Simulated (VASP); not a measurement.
# Os (P6_3/mmc) in VASP: further runs

Runs on Os. Level: PBE. Tasks: single point.

Everything below comes from runs of VASP 6.6.1. Logs are shortened: lines on timing, memory, paths and dates and some standing lists are left out, and cuts for length are marked.

## Step 1: The cell of the first run

It takes space group P6_3/mmc (No. 194, hexagonal). The conventional cell has a = 2.753 Å, b = 2.753 Å, c = 4.351 Å, α = 90.00°, β = 90.00°, γ = 120.00°. Os (site symmetry -6m2) has 12 Os at 2.69 to 2.75 Å within 3.6 Å.

## Step 2: Single point, PBE

Contents of INCAR:

```
PREC = Accurate
ENCUT = 600
EDIFF = 1E-6
ISMEAR = 0
SIGMA = 0.1
LREAL = False
LASPH = True
NELM = 120
ALGO = Normal
ISIF = 2
LWAVE = False
LCHARG = True
GGA = PE
LELF = True
LVHAR = True
NBANDS = 15
GGA_COMPAT = False
```

Contents of KPOINTS:

```
regular mesh
0
Gamma
  18 18 10
```

Contents of POSCAR:

```
Os
1.0
    2.7526955277      0.0000000000      0.0000000000
   -1.3763477639      2.3839042558      0.0000000000
    0.0000000000      0.0000000000      4.3506435168
Os
2
Direct
    0.3333333333      0.6666666667      0.2500000000
    0.6666666667      0.3333333333      0.7500000000
```

Potentials or basis: VASP PAW PBE potentials, release 64 (Os).

Command:

```bash
$ cat potpaw_PBE.64/Os/POTCAR > POTCAR
$ mpirun -np 1 vasp_std > vasp.out
```

OUTCAR:

```text
PREC = Accurate
   ENCUT = 600
   EDIFF = 1E-6
   ISMEAR = 0
   LREAL = False
   LASPH = True
   NELM = 120
   ISIF = 2
   GGA = PE

 ion  position               nearest neighbor table
   1  0.333  0.667  0.250-   2 2.69   2 2.69   2 2.69   2 2.69   2 2.69   2 2.69
   2  0.667  0.333  0.750-   1 2.69   1 2.69   1 2.69   1 2.69   1 2.69   1 2.69

  LATTYP: Found a hexagonal cell.
 ALAT       =     2.7526955277
 C/A-ratio  =     1.5805029917

  Lattice vectors:

 A1 = (   2.7526955277,   0.0000000000,   0.0000000000)
 A2 = (  -1.3763477639,   2.3839042558,   0.0000000000)
 A3 = (   0.0000000000,   0.0000000000,   4.3506435168)

Analysis of symmetry for initial positions (statically):
=====================================================================
 Subroutine PRICEL returns:
 Original cell was already a primitive cell.

 Routine SETGRP: Setting up the symmetry group for a
 hexagonal supercell.

 Subroutine GETGRP returns: Found 24 space group operations
 (whereof 12 operations were pure point group operations)
 out of a pool of 24 trial point group operations.

The static configuration has the point symmetry D_3d.
 The point group associated with its full space group is D_6h.

Analysis of symmetry for dynamics (positions and initial velocities):
=====================================================================
 Subroutine PRICEL returns:
 Original cell was already a primitive cell.

 Routine SETGRP: Setting up the symmetry group for a
 hexagonal supercell.

 Subroutine GETGRP returns: Found 24 space group operations
 (whereof 12 operations were pure point group operations)
 out of a pool of 24 trial point group operations.

The dynamic configuration has the point symmetry D_3d.
 The point group associated with its full space group is D_6h.

 Subroutine INISYM returns: Found 24 space group operations
 (whereof 12 operations are pure point group operations),
 and found     1 'primitive' translations

----------------------------------------------------------------------------------------

                                     Primitive cell

  volume of cell :      28.5496

  direct lattice vectors                    reciprocal lattice vectors
     2.752695528  0.000000000  0.000000000     0.363280279  0.209739967  0.000000000
    -1.376347764  2.383904256  0.000000000     0.000000000  0.419479934  0.000000000
     0.000000000  0.000000000  4.350643517     0.000000000  0.000000000  0.229851054

  length of vectors
     2.752695528  2.752695528  4.350643517     0.419479934  0.419479934  0.229851054

  position of ions in fractional coordinates (direct lattice)
     0.333333333  0.666666667  0.250000000
     0.666666667  0.333333333  0.750000000

  ion indices of the primitive-cell ions
   primitive index   ion index
                 1           1
                 2           2

----------------------------------------------------------------------------------------

 KPOINTS: regular mesh

Automatic generation of k-mesh.
 Grid dimensions read from file:
 generate k-points for:   18   18   10

 Generating k-lattice:

  Cartesian coordinates                     Fractional coordinates (reciprocal lattice)
     0.020182238  0.011652220  0.000000000     0.055555556  0.000000000  0.000000000
     0.000000000  0.023304441  0.000000000     0.000000000  0.055555556  0.000000000
     0.000000000  0.000000000  0.022985105     0.000000000  0.000000000  0.100000000

  Length of vectors
     0.023304441  0.023304441  0.022985105

  Shift w.r.t. Gamma in fractional coordinates (k-lattice)
     0.000000000  0.000000000  0.000000000

 Subroutine IBZKPT returns following result:
 ===========================================

 Found    222 irreducible k-points:

 Following reciprocal coordinates:
            Coordinates               Weight
  0.000000  0.000000  0.000000      1.000000
  0.055556  0.000000  0.000000      6.000000
  0.111111  0.000000  0.000000      6.000000
  0.166667  0.000000  0.000000      6.000000
  0.222222  0.000000  0.000000      6.000000
  0.277778  0.000000  0.000000      6.000000
[... 16 lines left out ...]
  0.333333  0.111111  0.000000     12.000000
  0.388889  0.111111  0.000000     12.000000
 [... further k-points ...]
   k-points           NKPTS =    222   k-points in BZ     NKDIM =    222   number of bands    NBANDS=     15
   number of dos      NEDOS =    301   number of ions     NIONS =      2
   total plane-waves  NPLWV =  20736
   dimension x,y,z NGX =    24 NGY =   24 NGZ =   36
   dimension x,y,z NGXF=    48 NGYF=   48 NGZF=   72
   ions per type =               2
   NGX,Y,Z   is equivalent  to a cutoff of  14.49, 14.49, 13.76 a.u.
   NGXF,Y,Z  is equivalent  to a cutoff of  28.99, 28.99, 27.51 a.u.
 SYSTEM =  unknown system
   PREC   = accura    normal or accurate (medium, high low for compatibility)
   ISTART =      0    job   : 0-new  1-cont  2-samecut
   ICHARG =      2    charge: 1-file 2-atom 10-const
   ISPIN  =      1    spin polarized calculation?
   LNONCOLLINEAR =      F non collinear calculations
   LSORBIT =      F    spin-orbit coupling
   LASPH  =      T    aspherical Exc in radial PAW
   ENCUT  =  600.0 eV  44.10 Ry    6.64 a.u.   5.50  5.50  8.69*2*pi/ulx,y,z
   NELM   =    120;   NELMIN=  2; NELMDL= -5     # of ELM steps
   EDIFF  = 0.1E-05   stopping-criterion for ELM
   LREAL  =      F    real-space projection
   EDIFFG = 0.1E-04   stopping-criterion for IOM
   NSW    =      0    number of steps for IOM
   IBRION =     -1    ionic relax: 0-MD 1-quasi-New 2-CG
   NFREE  =      0    steps in history (QN), initial steepest desc. (CG)
   ISIF   =      2    stress and relaxation
   ISYM   =      2    0-nonsym 1-usesym 2-fastsym
   POTIM  = 0.5000    time-step for ionic-motion
   TEBEG  =    0.0;   TEEND  =   0.0 temperature during run
   PSTRESS=    0.0 pullay stress
   NELECT =      16.0000    total number of electrons
   NUPDOWN=      -1.0000    fix difference up-down
   EMIN   =  10.00;   EMAX   =-10.00  energy-range for DOS
   EFERMI =   0.00;   METHOD = LEGACY
   ISMEAR =     0;   SIGMA  =   0.10  broadening in eV -4-tet -1-fermi 0-gaus
   EFERMI_NEDOS =   21; number of points for ismear=-14 and -15
   IALGO  =     38    algorithm
   IMIX   =      4    mixing-type and parameters
     AMIX     =   0.40;   BMIX     =  1.00
     AMIX_MAG =   1.60;   BMIX_MAG =  1.00
  volume/ion in A,a.u.               =      14.27        96.33
  Fermi-wavevector in a.u.,A,eV,Ry     =   1.349733  2.550626 24.786825  1.821780
  Thomas-Fermi vector in A             =   2.477296
   LORBIT       =      0    0 simple, 1 ext, 2 COOP (PROOUT), +10 PAW based schemes
   GGA     = PE    functional components
   LHFCALC =     F    Hartree Fock is set to
   AEXX    =    0.0000 exact exchange contribution
   IVDW    =     0    specifies the selected vdW correction
   LEPSILON=     F    determine dielectric tensor
   LRPA    =     F    only Hartree local field effects (RPA)
 non-spin polarized calculation
 Gauss-broadening in eV      SIGMA  =   0.10
  energy-cutoff  :      600.00
  volume of cell :       28.55
 maximum number of plane-waves:       980
 NGX is ok and might be reduce to    24
   NGX = 11   NGY = 11   NGZ = 17

 number of electron      16.0000000 magnetization

 Free energy of the ion-electron system (eV)
  ---------------------------------------------------
  ext. energy  EPLUGINS =         0.00000000
  ---------------------------------------------------
  free energy    TOTEN  =       -22.50068112 eV

  energy without entropy =      -22.49300772  energy(sigma->0) =      -22.49684442

 E-fermi :   9.1640     XC(G=0): -13.9413

 val. band max:        9.1531200513   @ k =   0.2222   0.0556   0.3000
 cond. band min:       9.1693273605   @ k =   0.4444   0.1111   0.4000
 fundamental gap:      0.0162073093
 Fermi energy:         9.1640354365

 k-point     1 :       0.0000    0.0000    0.0000
  band No.  band energies     occupation
      1      -1.5968      2.00000
      2       1.5610      2.00000
      3       6.1980      2.00000
      4       6.1980      2.00000
      5       6.4406      2.00000
      6       7.0106      2.00000
      7       7.0106      2.00000
      8       7.6481      2.00000
      9       7.6481      2.00000
     10       9.1848      0.76944
     11      10.7990      0.00000
     12      10.7990      0.00000
     13      17.9916      0.00000
     14      23.2049      0.00000
     15      25.8877      0.00000

 k-point     2 :       0.0556    0.0000    0.0000
  band No.  band energies     occupation
      1      -1.4741      2.00000
      2       1.6705      2.00000
      3       5.9188      2.00000
      4       6.3054      2.00000
      5       6.6866      2.00000
      6       6.9370      2.00000
      7       7.1107      2.00000
      8       7.5023      2.00000
      9       7.5607      2.00000
     10       8.5927      2.00000
     11      10.8593      0.00000
     12      11.5704      0.00000
     13      17.9812      0.00000
     14      23.4570      0.00000
     15      26.0485      0.00000

 k-point     3 :       0.1111    0.0000    0.0000
  band No.  band energies     occupation
      1      -1.1159      2.00000
      2       1.9774      2.00000
      3       5.5096      2.00000
      4       6.6232      2.00000
      5       6.7094      2.00000
      6       6.9106      2.00000
      7       7.0701      2.00000
      8       7.3290      2.00000
      9       7.4063      2.00000
     10       7.9700      2.00000
     11      11.0126      0.00000
     12      12.8930      0.00000
     13      17.9333      0.00000
     14      24.1377      0.00000
     15      26.4694      0.00000

 k-point     4 :       0.1667    0.0000    0.0000
  band No.  band energies     occupation
      1      -0.5538      2.00000
      2       2.4020      2.00000
      3       5.1189      2.00000
      4       6.0035      2.00000
      5       6.4478      2.00000
      6       7.0162      2.00000
      7       7.1386      2.00000
      8       7.5157      2.00000
      9       7.6421      2.00000
     10       7.8824      2.00000
     11      11.2034      0.00000
     12      14.3281      0.00000
     13      17.8212      0.00000
     14      24.7965      0.00000
     15      26.6576      0.00000
[... 307 lines left out ...]
 k-point    22 :       0.2778    0.1111    0.0000
  band No.  band energies     occupation
      1       1.8953      2.00000
      2       2.9917      2.00000
      3       3.6574      2.00000
      4       4.8411      2.00000
      5       5.8172      2.00000
      6       6.5638      2.00000
      7       7.0129      2.00000
      8       9.0964      1.66137
      9       9.9824      0.00000
     10      10.9577      0.00000
     11      11.4976      0.00000
     12      17.4961      0.00000
     13      19.1211      0.00000
     14      19.7363      0.00000
     15      21.8949      0.00000

 k-point    23 :       0.3333    0.1111    0.0000
  band No.  band energies     occupation
      1       2.3408      2.00000
      2       2.7623      2.00000
      3       3.2363      2.00000
      4       5.2806      2.00000
      5       5.7074      2.00000
      6       6.7724      2.00000
      7       6.9739      2.00000
      8       9.9024      0.00000
      9      10.6805      0.00000
     10      11.5484      0.00000
     11      11.9653      0.00000
     12      17.4653      0.00000
     13      18.0690      0.00000
     14      20.3018      0.00000
     15      20.5597      0.00000

 k-point    24 :       0.3889    0.1111    0.0000
  band No.  band energies     occupation
      1       2.5232      2.00000
      2       2.6253      2.00000
      3       2.9782      2.00000
      4       5.6554      2.00000
      5       5.7194      2.00000
      6       6.6029      2.00000
      7       7.2880      2.00000
      8      10.6945      0.00000
      9      11.1135      0.00000
     10      11.5767      0.00000
     11      12.9538      0.00000
     12      15.9260      0.00000
     13      18.4116      0.00000
     14      19.5331      0.00000
     15      21.1680      0.00000

 [... further k-points ...]

------------------------ aborting loop because EDIFF is reached ----------------------------------------

  FORCE on cell =-STRESS in cart. coord.  units (eV):
  Direction    XX          YY          ZZ          XY          YZ          ZX
  --------------------------------------------------------------------------------------
  -------------------------------------------------------------------------------------
  Total        0.0121682      0.0121682     -0.0064188     -0.0000000     -0.0000000      0.0000000
  in kB        0.6828702      0.6828702     -0.3602181     -0.0000000     -0.0000000      0.0000000
  external PRESSURE =       0.3351741 kB  Pullay stress =       0.0000000 kB

 VOLUME and BASIS-vectors are now :
 -----------------------------------------------------------------------------
  energy-cutoff  :      600.00
  volume of cell :       28.55
      direct lattice vectors                 reciprocal lattice vectors
     2.752695528  0.000000000  0.000000000     0.363280279  0.209739967  0.000000000
    -1.376347764  2.383904256  0.000000000     0.000000000  0.419479934  0.000000000
     0.000000000  0.000000000  4.350643517     0.000000000  0.000000000  0.229851054

 POSITION                                       TOTAL-FORCE (eV/Angst)
 -----------------------------------------------------------------------------------
     -0.00000      1.58927      1.08766         0.000000     -0.000000      0.000000
      1.37635      0.79463      3.26298        -0.000000      0.000000      0.000000
 -----------------------------------------------------------------------------------
    total drift:                               -0.000000      0.000000     -0.000000

  FREE ENERGIE OF THE ION-ELECTRON SYSTEM (eV)
  ---------------------------------------------------
  free  energy   TOTEN  =       -22.5006811160 eV

  energy  without entropy=      -22.4930077171  energy(sigma->0) =      -22.49684442
```

Run time: 2 min. Hardware: 1 thread of Intel Xeon 8259CL, shared host; peak memory 0.24 GiB.

What came out:

```
Free energy            : -22.5007 eV
Pressure               : 0.0 GPa
Band gap on the k mesh : zero (bands 8 and 9 overlap by 3.81 eV)
```

Stress tensor (GPa, compression positive):
```
 0.07  0.00  0.00
 0.00  0.07  0.00
 0.00  0.00 -0.04
```

Caveat: spin-orbit coupling is left out, which moves the levels of the heavy elements.

(Part 1 of 2 ends here.)
